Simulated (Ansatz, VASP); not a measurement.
# One calculation of GaN, two programs

```
Ga N
1.0
     0.00000    2.13524    2.13524
     2.13524    0.00000    2.13524
     2.13524    2.13524    0.00000
Ga N
1 1
Direct
  0.00000 0.00000 0.00000
  0.50000 0.50000 0.50000
```

Alike in both runs: task single point; functional LDA; k mesh 8 × 8 × 8; no spin polarisation.

|  | VASP | Ansatz |
| --- | --- | --- |
| version | VASP 6.6.1 | Ansatz 0.2.0 |
| potentials or method | VASP PAW LDA potentials, release 64 (Ga_d, N_h), cutoff 910 eV | plane waves, PAW |
| occupations | gaussian, width 0.01 eV | fixed |
| valence electrons in the cell | 18 | 18 |

VASP gave:

```
gap on the k mesh at the Fermi level (eV) : 0.24
```

Q: What did Ansatz give for the same quantities?

A: gap on the k mesh at the Fermi level (eV): 0.22.

LDA's correlation is that of Perdew and Zunger in VASP and of Perdew and Wang (1992) in Ansatz.

Noted on VASP's run: the cutoff is short for stress, so the pressure is rough.
